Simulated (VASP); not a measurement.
# Sr2SeS: relaxation of cell and atoms with LDA

Crystal: Sr2SeS.

```
Sr Se S
1.0
     2.17815    1.25756    7.12217
    -2.17815    1.25756    7.12217
     0.00000   -2.51511    7.12217
Sr Se S
2 1 1
Direct
  0.24718 0.24718 0.24718
  0.75282 0.75282 0.75282
  0.00000 0.00000 0.00000
  0.50000 0.50000 0.50000
```

| Quantity | Value |
| --- | --- |
| Program | VASP 6.6.1 |
| Task | relaxation of cell and atoms |
| Functional | LDA |
| Potentials or basis | VASP PAW LDA potentials, release 64 (Sr_sv, Se, S) |
| Cutoff | 600 eV |
| k mesh | 6 × 6 × 6 |
| Occupations | gaussian, width 0.01 eV |
| Spin | no spin polarisation |
| Target pressure | 40 GPa |
| Dipole correction | no |
| Further INCAR settings | ALGO = Normal; EDIFF = 1e-06; IBRION = 2; EDIFFG = -0.005; NSW = 60; ISIF = 3 |

The relaxed volume is 19.23 Å³/atom and the relaxed cell is a = 6.533 Å, b = 6.533 Å, c = 6.533 Å, α = 33.81°, β = 33.81°, γ = 33.81°. The space group after relaxing (to 0.1 Å) is R-3m (No. 166) and the energy change on relaxing (the run minimises the enthalpy) is +721.1 meV/atom. The ionic steps are 23, the pressure after relaxing is 40.0 GPa and the band gap on the k mesh is 0.63 eV (least direct gap 1.13 eV).

The path:
| step | energy change (eV) | largest force (eV/Å) | pressure (GPa) | volume (Å³) |
| --- | --- | --- | --- | --- |
| 1 | 0.0000 | 0.0102 | -3.21 | 117.05 |
| 2 | 82.4688 | 7.8792 | 956.86 | 27.80 |
| 3 | 0.7885 | 0.0855 | 16.76 | 89.30 |
| 4 | 1.6396 | 0.1274 | 26.79 | 82.95 |
| 5 | 2.9921 | 0.1842 | 41.15 | 76.50 |
| 6 | 2.8159 | 0.1772 | 39.32 | 77.20 |
| 7 | 2.8182 | 0.0135 | 39.36 | 77.18 |
| 8 | 2.8186 | 0.0053 | 39.35 | 77.18 |
| 9 | 2.9839 | 0.0047 | 41.06 | 76.52 |
| 10 | 2.8817 | 0.0014 | 40.00 | 76.93 |
| 11 | 2.8830 | 0.0013 | 40.00 | 76.92 |
| 12 | 2.9332 | 0.0017 | 40.53 | 76.72 |
| 13 | 2.8843 | 0.0013 | 40.04 | 76.92 |
| 14 | 2.8845 | 0.0010 | 40.04 | 76.92 |
| 15 | 2.8851 | 0.0080 | 40.04 | 76.91 |
| 16 | 2.8866 | 0.0218 | 40.05 | 76.91 |
| 17 | 2.8711 | 0.0029 | 39.89 | 76.97 |
| 18 | 2.8750 | 0.0075 | 39.92 | 76.95 |
| 19 | 2.8809 | 0.0092 | 39.99 | 76.93 |
| 20 | 2.8802 | 0.0072 | 39.99 | 76.93 |
| 21 | 2.8799 | 0.0064 | 39.99 | 76.93 |
| 22 | 2.8800 | 0.0069 | 39.98 | 76.93 |
| 23 | 2.8846 | 0.0019 | 40.02 | 76.91 |

Final structure:
```cif
data_structure
_symmetry_space_group_name_H-M 'P 1'
_symmetry_Int_Tables_number 1
_cell_length_a 6.5326
_cell_length_b 6.5326
_cell_length_c 6.5326
_cell_angle_alpha 33.810
_cell_angle_beta 33.810
_cell_angle_gamma 33.809
_cell_volume 76.91
loop_
_atom_site_label
_atom_site_type_symbol
_atom_site_fract_x
_atom_site_fract_y
_atom_site_fract_z
_atom_site_occupancy
Sr1 Sr 0.24670 0.24670 0.24670 1
Sr2 Sr 0.75330 0.75330 0.75330 1
Se1 Se 0.00000 0.00000 0.00000 1
S1 S 0.50000 0.50000 0.50000 1
```

Levels at points of the mesh, in eV from the valence-band top:
| k point | band 12 | band 13 | band 14 | band 15 | band 16 | band 17 | band 18 | band 19 | band 20 |
| --- | --- | --- | --- | --- | --- | --- | --- | --- | --- |
| (0.00, 0.00, 0.00) | -2.45 | -2.45 | -0.05 | 0.00 | 0.00 | 3.33 | 3.33 | 3.48 | 4.81 |
| (0.50, 0.00, 0.00) | -2.80 | -1.92 | -1.79 | -1.70 | -1.27 | 2.79 | 3.19 | 7.22 | 7.71 |
| (0.50, 0.50, 0.00) | -2.39 | -2.31 | -1.61 | -0.51 | -0.50 | 0.63 | 5.57 | 6.54 | 7.21 |
| (0.50, 0.50, 0.50) | -2.32 | -1.87 | -1.87 | -1.12 | -1.12 | 3.82 | 3.92 | 4.50 | 4.50 |

Wall time 19 min on 1 thread of Intel(R) Xeon(R) 6975P-C (Granite Rapids), on a shared host, peak memory 0.53 GiB.

Caveat: the cell is relaxed towards a set pressure, so the run minimises the enthalpy, not the energy; the volume moved by over 15 % at a fixed basis, so the end points are rough. A k mesh can miss the band edges.
